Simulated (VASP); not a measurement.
# Pt (I4/mmm) in VASP: notebook, part 2 of 2

VASP 6.6.1. The steps go on from the part before.

## (3) Single point, PBE (strain +0.025 along x and y, +0.000 along z)

Contents of INCAR:

```
ALGO     = Fast           # electronic algorithm
EDIFF    = 1E-7           # SCF threshold, eV
ENCUT    = 520            # plane-wave cutoff, eV
GGA      = PE             # functional
ISIF     = 2              # what is computed and relaxed
ISMEAR   = 0              # smearing method
LASPH    = True           # aspherical terms in the spheres
LCHARG   = False          # write CHGCAR
LREAL    = False          # projectors in reciprocal space
LWAVE    = False          # write WAVECAR
NBANDS   = 11             # bands
NELM     = 80             # most SCF steps
PREC     = Accurate       # precision mode
SIGMA    = 0.15           # smearing width, eV
```

Contents of KPOINTS:

```
k-points
0
Gamma
  20 20 20
```

Contents of POSCAR:

```
Pt
1.0
    0.0000000000      2.0068475000      1.9579000000
    2.0068475000      0.0000000000      1.9579000000
    2.0068475000      2.0068475000      0.0000000000
Pt
1
Direct
    0.0000000000      0.0000000000      0.0000000000
```

Potentials or basis: VASP PAW PBE potentials, release 64 (Pt).

Started as:

```bash
$ cat potpaw_PBE.64/Pt/POTCAR > POTCAR
$ mpirun -np 1 vasp_std > vasp.out
```

OUTCAR:

```text
EDIFF = 1E-7
   ENCUT = 520
   GGA = PE
   ISIF = 2
   ISMEAR = 0
   LASPH = True
   LREAL = False
   NELM = 80
   PREC = Accurate

 ion  position               nearest neighbor table
   1  0.000  0.000  0.000-

  LATTYP: Found a body centered tetragonal cell.
 ALAT       =     2.8381109521
 C/A-ratio  =     1.3797205487

  Lattice vectors:

 A1 = (   0.0000000000,  -2.0068475000,  -1.9579000000)
 A2 = (   0.0000000000,   2.0068475000,  -1.9579000000)
 A3 = (   2.0068475000,   0.0000000000,   1.9579000000)

Analysis of symmetry for initial positions (statically):
=====================================================================
 Subroutine PRICEL returns:
 Original cell was already a primitive cell.

 Routine SETGRP: Setting up the symmetry group for a
 body centered tetragonal supercell.

 Subroutine GETGRP returns: Found 16 space group operations
 (whereof 16 operations were pure point group operations)
 out of a pool of 16 trial point group operations.

The static configuration has the point symmetry D_4h.

Analysis of symmetry for dynamics (positions and initial velocities):
[... 166 lines left out ...]
 k-point     1 :       0.0000    0.0000    0.0000
  band No.  band energies     occupation
      1       0.7031      2.00000
      2       6.8186      2.00000
      3       6.8186      2.00000
      4       7.0868      2.00000
      5       8.7485      2.00000
      6       9.0564      2.00000
      7      25.1895      0.00000
      8      29.6970      0.00000
      9      29.6970      0.00000
     10      30.2961      0.00000
     11      35.0908      0.00000
[... 309 lines left out ...]
 k-point    24 :      -0.3500    0.0500    0.0000
  band No.  band energies     occupation
      1       3.5579      2.00000
      2       6.9319      2.00000
      3       7.1018      2.00000
      4       7.7920      2.00000
      5       9.7206      2.00000
      6      10.2640      1.87524
      7      19.2592      0.00000
      8      25.5807      0.00000
      9      29.7457      0.00000
     10      30.9253      0.00000
     11      35.4685      0.00000

 [... further k-points ...]

------------------------ aborting loop because EDIFF is reached ----------------------------------------

  FORCE on cell =-STRESS in cart. coord.  units (eV):
  Direction    XX          YY          ZZ          XY          YZ          ZX
  --------------------------------------------------------------------------------------
  -------------------------------------------------------------------------------------
  Total       -0.2836867     -0.2836867     -0.1086220      0.0000000      0.0000000     -0.0000000
  in kB      -28.8204168    -28.8204168    -11.0351767      0.0000000      0.0000000     -0.0000000
  external PRESSURE =     -22.8920034 kB  Pullay stress =       0.0000000 kB

 VOLUME and BASIS-vectors are now :
 -----------------------------------------------------------------------------
  energy-cutoff  :      520.00
  volume of cell :       15.77
      direct lattice vectors                 reciprocal lattice vectors
     0.000000000  2.006847500  1.957900000    -0.249146983  0.249146983  0.255375658
     2.006847500  0.000000000  1.957900000     0.249146983 -0.249146983  0.255375658
     2.006847500  2.006847500  0.000000000     0.249146983  0.249146983 -0.255375658

 POSITION                                       TOTAL-FORCE (eV/Angst)
 -----------------------------------------------------------------------------------
      0.00000      0.00000      0.00000         0.000000     -0.000000      0.000000
 -----------------------------------------------------------------------------------
    total drift:                               -0.000000      0.000000      0.000000

  FREE ENERGIE OF THE ION-ELECTRON SYSTEM (eV)
  ---------------------------------------------------
  free  energy   TOTEN  =        -6.1071219065 eV

  energy  without entropy=       -6.0860421733  energy(sigma->0) =       -6.09658204
```

OSZICAR:

```text
N       E                     dE             d eps       ncg     rms          rms(c)
DAV:   1     0.394367109408E+02    0.39437E+02   -0.53743E+03 14401   0.843E+02
DAV:   2    -0.587703952650E+01   -0.45314E+02   -0.43398E+02 16069   0.174E+02
DAV:   3    -0.648471815437E+01   -0.60768E+00   -0.60251E+00 16473   0.193E+01
DAV:   4    -0.648714713002E+01   -0.24290E-02   -0.24288E-02 16136   0.144E+00
DAV:   5    -0.648716735132E+01   -0.20221E-04   -0.20221E-04 16513   0.122E-01    0.113E+01
RMM:   6    -0.614270114766E+01    0.34447E+00   -0.36732E-01 14169   0.515E+00    0.600E+00
RMM:   7    -0.611006722942E+01    0.32634E-01   -0.64007E-02 14831   0.233E+00    0.246E+00
RMM:   8    -0.610740329209E+01    0.26639E-02   -0.73879E-03 14878   0.741E-01    0.576E-01
RMM:   9    -0.610710508526E+01    0.29821E-03   -0.84584E-04 15924   0.253E-01    0.422E-02
RMM:  10    -0.610712019555E+01   -0.15110E-04   -0.12701E-04 16478   0.848E-02    0.551E-02
RMM:  11    -0.610712154849E+01   -0.13529E-05   -0.14318E-05 16862   0.260E-02    0.838E-03
RMM:  12    -0.610712188719E+01   -0.33870E-06   -0.34414E-06 16279   0.128E-02    0.582E-03
RMM:  13    -0.610712175822E+01    0.12896E-06   -0.87353E-07 14576   0.608E-03    0.211E-03
RMM:  14    -0.610712192044E+01   -0.16222E-06   -0.21420E-07 10829   0.292E-03    0.748E-04
RMM:  15    -0.610712190653E+01    0.13916E-07   -0.53193E-08  8648   0.148E-03
   1 F= -.61071219E+01 E0= -.60965820E+01  d E =-.210797E-01
```

It took 2.7 min on 1 thread of Intel Xeon 8259CL, shared host; peak memory 0.24 GiB.

What came out:

* Free energy: -6.1071 eV
* Pressure: -2.3 GPa
* Band gap on the k mesh: zero (bands 5 and 6 overlap by 2.13 eV)

Caveat: the cell differs from its parent crystal (strain +0.025 along x and y, +0.000 along z); spin-orbit coupling is left out, which moves the levels of the heavy elements.

## (4) Single point, PBE (strain +0.025 along x and y, +0.050 along z)

Contents of INCAR:

```
PREC = Accurate
ENCUT = 520
EDIFF = 1E-7
ISMEAR = 0
SIGMA = 0.15
LREAL = False
LASPH = True
NELM = 60
ALGO = Fast
ISIF = 2
LWAVE = False
LCHARG = False
GGA = PE
NBANDS = 11
```

Contents of KPOINTS:

```
Automatic mesh
0
Gamma
  20 20 20
```

Contents of POSCAR:

```
Pt
1.0
    0.0000000000      2.0068475000      2.0557950000
    2.0068475000      0.0000000000      2.0557950000
    2.0068475000      2.0068475000      0.0000000000
Pt
1
Direct
    0.0000000000      0.0000000000      0.0000000000
```

Started as:

```bash
$ cat potpaw_PBE.64/Pt/POTCAR > POTCAR
$ mpirun -np 1 vasp_std > vasp.out
```

It took 2 min on 1 thread of Intel Xeon 8259CL, shared host; peak memory 0.24 GiB.

It converged, with:

* Free energy: -6.0703 eV
* Pressure: -12.3 GPa
* Band gap on the k mesh: zero (bands 5 and 6 overlap by 2.00 eV)

Stress tensor (GPa, compression positive):
```
-11.72   0.00   0.00
  0.00 -11.72   0.00
  0.00   0.00 -13.46
```

Levels at points of the mesh, in eV from the Fermi level:
```
           k point  band 1  band 2  band 3  band 4  band 5  band 6  band 7  band 8  band 9  band 10
(0.00, 0.00, 0.00)   -9.20   -3.42   -3.16   -3.16   -1.55   -1.26   14.86   18.96   19.47    19.47
(0.50, 0.00, 0.00)   -6.40   -3.42   -3.17   -0.09   -0.04    0.08    5.17   14.37   18.10    18.56
(0.50, 0.50, 0.00)   -6.13   -5.70    0.00    0.39    0.39    1.69    7.54   11.38   11.38    19.25
(0.50, 0.00, 0.50)   -6.09   -5.69   -0.02    0.30    0.51    2.11    8.11   10.91   11.01    18.92
```

Caveat: the cell differs from its parent crystal (strain +0.025 along x and y, +0.050 along z); the cell stands under tension; spin-orbit coupling is left out, which moves the levels of the heavy elements.

## (5) The runs side by side

| cell | gap on the mesh (eV) | pressure (GPa) |
| --- | --- | --- |
| a = 2.839, b = 2.839, c = 2.769 Å, angles 60.8, 60.8, 58.4°, 1 atom | none | -1.9 |
| a = 2.804, b = 2.804, c = 2.838 Å, angles 59.6, 59.6, 60.8°, 1 atom | none | -2.3 |
| a = 2.873, b = 2.873, c = 2.838 Å, angles 60.4, 60.4, 59.2°, 1 atom | none | -12.3 |

Alike in all rows: task single point; level PBE; potentials or basis VASP PAW PBE potentials, release 64 (Pt); no spin polarisation; k mesh 20 × 20 × 20; cutoff (eV) 520; smearing gaussian 0.15 eV.

Caveats: spin-orbit coupling is left out, which moves the levels of the heavy elements; the cell stands under tension (at least some runs).

Total energies depend on the potentials used, so only differences within one code and one set of settings carry meaning.
